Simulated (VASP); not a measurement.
ZnO: single point with r2SCAN

ZnO:

```
Zn O
1.0
     3.23534    0.00000    0.00000
    -1.61767    2.80189    0.00000
     0.00000    0.00000    5.41939
Zn O
2 2
Direct
  0.33333 0.66667 0.00200
  0.66667 0.33333 0.50200
  0.33333 0.66667 0.37300
  0.66667 0.33333 0.87300
```

This cell differs from its parent crystal: uniaxial z strain +4.0%.

```yaml
Program: VASP 6.6.1
Task: single point
Functional: r2SCAN
Potentials_or_basis: VASP PAW PBE potentials, release 64 (Zn, O)
Cutoff: 520 eV
k_mesh: 12 × 12 × 6
Occupations: gaussian, width 0.01 eV
Spin: no spin polarisation
Dipole_correction: no
Further_INCAR_settings: ALGO = Normal; EDIFF = 1e-06; NBANDS = 26
```

```json
{"Pressure": "-4.6 GPa", "Largest force": "0.020 eV/Å", "Band gap on the k mesh": "1.11 eV"}
```

Forces on the atoms (eV/Å):
```
Zn   0.000  0.000  0.020
Zn   0.000  0.000  0.020
O    0.000  0.000 -0.020
O    0.000  0.000 -0.020
```

Stress tensor (GPa, compression positive):
```
-2.91  0.00  0.00
 0.00 -2.91  0.00
 0.00  0.00 -7.87
```

Levels at points of the mesh, in eV from the valence-band top:
```csv
k point,band 14,band 15,band 16,band 17,band 18,band 19,band 20,band 21,band 22,band 23
"(0.00, 0.00, 0.00)",-0.75,-0.75,-0.13,0.00,0.00,1.11,5.87,8.35,13.88,13.88
"(0.50, 0.00, 0.00)",-3.40,-2.80,-2.12,-1.35,-0.77,6.26,7.32,7.71,9.22,10.93
"(0.00, 0.00, 0.50)",-2.34,-0.37,-0.37,-0.37,-0.37,3.77,3.77,10.43,10.43,14.19
"(0.50, 0.00, 0.50)",-3.75,-1.50,-1.50,-1.41,-1.41,6.08,6.08,8.94,8.94,11.85
```

It took 2.9 min on 1 thread of AMD EPYC 9R45 96-Core Processor (Zen 5), on a shared host, peak memory 0.19 GiB.

Caveat: the cell differs from its parent crystal (uniaxial z strain +4.0%); the cell stands under tension; the PAW data sets were made with another functional, which shifts forces and pressure a little.
